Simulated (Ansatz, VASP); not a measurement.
## AlRu: VASP beside Ansatz

The input INCAR:

```
SYSTEM = AlRu
  PREC = Accurate
  ENCUT = 600
  EDIFF = 1E-7
  ISMEAR = 0
  SIGMA = 0.1
  LREAL = .False.
  LASPH = .True.
  NELM = 60
  ALGO = Normal
  ISIF = 3
  LWAVE = .False.
  LCHARG = .False.
  GGA = PE
  IBRION = 2
  NSW = 90
  EDIFFG = -0.04
```

The input KPOINTS:

```
Automatic mesh
0
Gamma
  6 6 6
  0 0 0
```

The input POSCAR:

```
AlRu
1.0
    3.0045263507      0.0000000000      0.0000000000
    0.0000000000      3.0045263507      0.0000000000
    0.0000000000      0.0000000000      3.0045263507
Al Ru
1 1
Direct
    0.0000000000      0.0000000000      0.0000000000
    0.5000000000      0.5000000000      0.5000000000
```

Input for Ansatz:

```yaml
crystal:
  lattice:
    - [3.0045263507, 0.0, 0.0]
    - [0.0, 3.0045263507, 0.0]
    - [0.0, 0.0, 3.0045263507]
  atoms:
    - { symbol: Al, position: [0.0, 0.0, 0.0] }
    - { symbol: Ru, position: [0.5, 0.5, 0.5] }
basis:
  ecutwfc: 420
kpoints:
  mp_grid: { grid: [6, 6, 6] }
hamiltonian:
  xc: pbe
scf:
  occupations: { method: gaussian, width: 0.1 }
  lower_state_search: "off"
output:
  forces: true
  stress: true
  eigenvalues: true
relax:
  adjacent_minimum: "off"
  f_tol: 0.04
  max_steps: 70
  cell: { stress_tol: 0.4 }
```

Alike in both runs: task relaxation of cell and atoms; functional PBE; k mesh 6 × 6 × 6; occupations gaussian, width 0.1 eV; no spin polarisation.

```csv
,VASP,Ansatz
version,VASP 6.6.1,Ansatz 0.2.0
potentials or method,"VASP PAW PBE potentials, release 64 (Al, Ru_pv), cutoff 600 eV","scalar-relativistic, plane waves, PAW"
valence electrons in the cell,17,19
```

|  | VASP | Ansatz | Ansatz less VASP |
| --- | --- | --- | --- |
| gap on the k mesh at the Fermi level, each at its own relaxed structure (eV) | none | none | - |
| relaxed volume (Å³/atom) | 13.56 | 13.56 | 0.000 |
| relaxed cell length with the largest relative difference (Å) | 3.005 | 3.005 | 0.0000 |

A gap of «none» marks a metal or a gap that the smearing closes. VASP's potentials hold 17 valence electrons a cell and Ansatz's 19, so a difference there can come from the potentials and not from the codes.

Noted on VASP's run: the relaxation stopped at its first step, so nothing moved.
